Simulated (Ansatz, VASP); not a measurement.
# Two plane-wave programs on Si

INCAR

```
PREC     = Accurate       # precision mode
ENCUT    = 500            # plane-wave cutoff, eV
EDIFF    = 1E-7           # SCF threshold, eV
ISMEAR   = 0              # smearing method
SIGMA    = 0.02           # smearing width, eV
LREAL    = F              # projectors in reciprocal space
LASPH    = T              # aspherical terms in the spheres
NELM     = 120            # most SCF steps
ALGO     = Normal         # electronic algorithm
ISIF     = 3              # what is computed and relaxed
LWAVE    = F              # write WAVECAR
LCHARG   = F              # write CHGCAR
GGA      = RP             # functional
IBRION   = 2              # ionic algorithm
NSW      = 100            # ionic steps
EDIFFG   = -0.005         # ionic threshold
GGA_COMPAT= F            
NELMIN   = 4
```

Contents of KPOINTS:

```
regular mesh
0
Gamma
  10 10 10
```

POSCAR

```
Si
1.0
    0.0000000000      2.7135600000      2.7135600000
    2.7135600000      0.0000000000      2.7135600000
    2.7135600000      2.7135600000      0.0000000000
Si
2
Direct
    0.7500000000      0.7500000000      0.7500000000
    0.5000000000      0.5000000000      0.5000000000
```

Input for Ansatz:

```yaml
crystal:
  lattice:
    - [0.0, 2.71356, 2.71356]
    - [2.71356, 0.0, 2.71356]
    - [2.71356, 2.71356, 0.0]
  atoms:
    - { symbol: Si, position: [0.75, 0.75, 0.75] }
    - { symbol: Si, position: [0.5, 0.5, 0.5] }
basis:
  ecutwfc: 420
kpoints:
  mp_grid: { grid: [10, 10, 10] }
hamiltonian:
  xc: rpbe
scf:
  occupations: { method: gaussian, width: 0.02 }
output:
  forces: true
  stress: true
  eigenvalues: true
relax:
  adjacent_minimum: "off"
  f_tol: 0.005
  max_steps: 80
  cell: { stress_tol: 0.05 }
```

Alike in both runs: task relaxation of cell and atoms; functional RPBE; k mesh 10 × 10 × 10; occupations gaussian, width 0.02 eV; no spin polarisation.

|  | VASP | Ansatz |
| --- | --- | --- |
| version | VASP 6.6.1 | Ansatz 0.2.0 |
| potentials or method | VASP PAW PBE potentials, release 64 (Si), cutoff 500 eV | scalar-relativistic, plane waves, PAW |
| valence electrons in the cell | 8 | 8 |

Ansatz gave:

* gap on the k mesh at the Fermi level, each at its own relaxed structure (eV): 0.71
* relaxed volume (Å³/atom): 20.82
* relaxed cell length with the largest relative difference (Å): 3.890

Which values does VASP return?

gap on the k mesh at the Fermi level, each at its own relaxed structure (eV): 0.70; relaxed volume (Å³/atom): 20.77; relaxed cell length with the largest relative difference (Å): 3.887.

VASP's potentials were made for PBE, not for RPBE.
